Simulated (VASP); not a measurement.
# K2S (Fm-3m) in VASP: a series of runs, part 2 of 2

VASP 6.6.1.

## 5. Single point, PBE

INCAR reads:

```
PREC     = Accurate       # precision mode
ENCUT    = 500            # plane-wave cutoff, eV
EDIFF    = 1E-6           # SCF threshold, eV
ISMEAR   = 1              # smearing method
SIGMA    = 0.312          # smearing width, eV
LREAL    = F              # projectors in reciprocal space
LASPH    = T              # aspherical terms in the spheres
NELM     = 120            # most SCF steps
ALGO     = Normal         # electronic algorithm
ISIF     = 2              # what is computed and relaxed
LWAVE    = F              # write WAVECAR
LCHARG   = F              # write CHGCAR
GGA      = PE             # functional
NBANDS   = 19             # bands
GGA_COMPAT= F
```

KPOINTS reads:

```
regular mesh
0
Gamma
  4 4 4
```

POSCAR reads:

```
K2S
1.0
    0.0000000000      3.7027568507      3.7027568507
    3.7027568507      0.0000000000      3.7027568507
    3.7027568507      3.7027568507      0.0000000000
S K
1 2
Direct
    0.0000000000      0.0000000000      0.0000000000
    0.2500000000      0.2500000000      0.2500000000
    0.7500000000      0.7500000000      0.7500000000
```

Potentials or basis: VASP PAW PBE potentials, release 64 (S, K_sv).

Launch:

```
$ cat potpaw_PBE.64/S/POTCAR potpaw_PBE.64/K_sv/POTCAR > POTCAR
$ mpirun -np 1 vasp_std > vasp.out
```

OUTCAR:

```text
PREC = Accurate
   ENCUT = 500
   EDIFF = 1E-6
   ISMEAR = 1
   LREAL = F
   LASPH = T
   NELM = 120
   ISIF = 2
   GGA = PE

 ion  position               nearest neighbor table
   1  0.000  0.000  0.000-   3 3.21   3 3.21   3 3.21   2 3.21   3 3.21   2 3.21   2 3.21   2 3.21

   2  0.250  0.250  0.250-   1 3.21   1 3.21   1 3.21   1 3.21   3 3.70   3 3.70   3 3.70   3 3.70
                             3 3.70   3 3.70
   3  0.750  0.750  0.750-   1 3.21   1 3.21   1 3.21   1 3.21   2 3.70   2 3.70   2 3.70   2 3.70
                             2 3.70   2 3.70

  LATTYP: Found a face centered cubic cell.
 ALAT       =     7.4055137014

  Lattice vectors:

 A1 = (   0.0000000000,   3.7027568507,   3.7027568507)
 A2 = (   3.7027568507,   0.0000000000,   3.7027568507)
 A3 = (   3.7027568507,   3.7027568507,   0.0000000000)

Analysis of symmetry for initial positions (statically):
=====================================================================
 Subroutine PRICEL returns:
 Original cell was already a primitive cell.
[... 152 lines left out ...]
  free energy    TOTEN  =        -9.38597556 eV

  energy without entropy =       -9.42899896  energy(sigma->0) =       -9.40031669

 E-fermi :  -0.1698     XC(G=0):  -7.3371

 val. band max:       -0.3517874772   @ k =   0.5000   0.5000   0.0000
 cond. band min:       2.0303679681   @ k =   0.0000   0.0000   0.0000
 fundamental gap:      2.3821554454
 Fermi energy:        -0.1698485374

 k-point     1 :       0.0000    0.0000    0.0000
  band No.  band energies     occupation
      1     -29.5686      2.00000
      2     -29.4865      2.00000
      3     -13.1624      2.00000
      4     -13.1624      2.00000
      5     -13.1624      2.00000
      6     -12.9251      2.00000
[... 153 lines left out ...]
      6     -13.0595      2.00000
[... 11 lines left out ...]
     18       6.9444      0.00000
     19       7.4874      0.00000

------------------------ aborting loop because EDIFF is reached ----------------------------------------

  FORCE on cell =-STRESS in cart. coord.  units (eV):
  Direction    XX          YY          ZZ          XY          YZ          ZX
  --------------------------------------------------------------------------------------
  -------------------------------------------------------------------------------------
  Total        0.2800741      0.2800741      0.2800741     -0.0000000      0.0000000     -0.0000000
  in kB        4.4195490      4.4195490      4.4195490     -0.0000000      0.0000000     -0.0000000
  external PRESSURE =       4.4195490 kB  Pullay stress =       0.0000000 kB

 VOLUME and BASIS-vectors are now :
 -----------------------------------------------------------------------------
  energy-cutoff  :      500.00
  volume of cell :      101.53
      direct lattice vectors                 reciprocal lattice vectors
     0.000000000  3.702756851  3.702756851    -0.135034522  0.135034522  0.135034522
     3.702756851  0.000000000  3.702756851     0.135034522 -0.135034522  0.135034522
     3.702756851  3.702756851  0.000000000     0.135034522  0.135034522 -0.135034522

 POSITION                                       TOTAL-FORCE (eV/Angst)
 -----------------------------------------------------------------------------------
      0.00000      0.00000      0.00000         0.000000      0.000000      0.000000
      1.85138      1.85138      1.85138         0.000000      0.000000      0.000000
      5.55414      5.55414      5.55414        -0.000000     -0.000000     -0.000000
 -----------------------------------------------------------------------------------
    total drift:                               -0.000000     -0.000000      0.000000

  FREE ENERGIE OF THE ION-ELECTRON SYSTEM (eV)
  ---------------------------------------------------
  free  energy   TOTEN  =        -9.3859755564 eV

  energy  without entropy=       -9.4289989642  energy(sigma->0) =       -9.40031669
```

OSZICAR:

```text
N       E                     dE             d eps       ncg     rms          rms(c)
DAV:   1     0.158521345396E+03    0.15852E+03   -0.10701E+04   304   0.106E+03
DAV:   2     0.213922688619E+01   -0.15638E+03   -0.15229E+03   342   0.299E+02
DAV:   3    -0.105152548553E+02   -0.12654E+02   -0.12637E+02   541   0.693E+01
DAV:   4    -0.108132456802E+02   -0.29799E+00   -0.29758E+00   437   0.994E+00
DAV:   5    -0.108230790409E+02   -0.98334E-02   -0.98329E-02   485   0.126E+00    0.525E+00
DAV:   6    -0.945119710501E+01    0.13719E+01   -0.37206E+00   412   0.728E+00    0.477E+00
DAV:   7    -0.936864638209E+01    0.82551E-01   -0.98310E-01   405   0.316E+00    0.350E+00
DAV:   8    -0.939682960205E+01   -0.28183E-01   -0.27507E-01   337   0.201E+00    0.107E+00
DAV:   9    -0.938017522962E+01    0.16654E-01   -0.91414E-02   346   0.873E-01    0.582E-01
DAV:  10    -0.938617864605E+01   -0.60034E-02   -0.10621E-02   334   0.389E-01    0.159E-01
DAV:  11    -0.938567862631E+01    0.50002E-03   -0.54701E-03   354   0.228E-01    0.116E-01
DAV:  12    -0.938599559525E+01   -0.31697E-03   -0.20667E-03   328   0.132E-01    0.109E-01
DAV:  13    -0.938597304683E+01    0.22548E-04   -0.86567E-04   359   0.915E-02    0.230E-02
DAV:  14    -0.938597542745E+01   -0.23806E-05   -0.29113E-05   344   0.258E-02    0.117E-02
DAV:  15    -0.938597555641E+01   -0.12896E-06   -0.55710E-06   303   0.716E-03
   1 F= -.93859756E+01 E0= -.94003167E+01  d E =0.430234E-01
```

stdout:

```text
POSCAR found type information on POSCAR S K
 POSCAR found :  2 types and       3 ions
 scaLAPACK will be used
 LDA part: xc-table for (Slater+PW92), standard interpolation
 POSCAR, INCAR and KPOINTS ok, starting setup
 FFT: planning ... GRIDC
 FFT: planning ... GRID_SOFT
 FFT: planning ... GRID
 WAVECAR not read
 entering main loop
```

It took 46 s on 1 thread of Intel Xeon 8259CL, shared host; peak memory 0.24 GiB.

Results:

- Free energy: -9.3860 eV
- Pressure: 0.4 GPa
- Band gap on the k mesh: 2.38 eV, indirect (least direct gap 2.58 eV)

## 6. Overview

| level | potentials or basis | k mesh | smearing | gap on the mesh (eV) | pressure (GPa) |
| --- | --- | --- | --- | --- | --- |
| PBE | VASP PAW PBE potentials, release 64 (S, K_sv) | 2 × 2 × 2 | gaussian 0.01 eV | 2.35 | 0.5 |
| LDA | VASP PAW LDA potentials, release 64 (S, K_sv) | 2 × 2 × 2 | gaussian 0.01 eV | 2.05 | -1.6 |
| PBE | VASP PAW PBE potentials, release 64 (S, K_sv) | 4 × 4 × 4 | gaussian 0.01 eV | 2.38 | 0.5 |
| PBE | VASP PAW PBE potentials, release 64 (S, K_sv) | 4 × 4 × 4 | methfessel-paxton 0.312 eV | 2.38 | 0.4 |

Alike in all rows: task single point; no spin polarisation; cell as given; cutoff (eV) 500.

Caveats: some runs use coarse meshes.

Absolute energies hang on the potentials; compare differences alone.
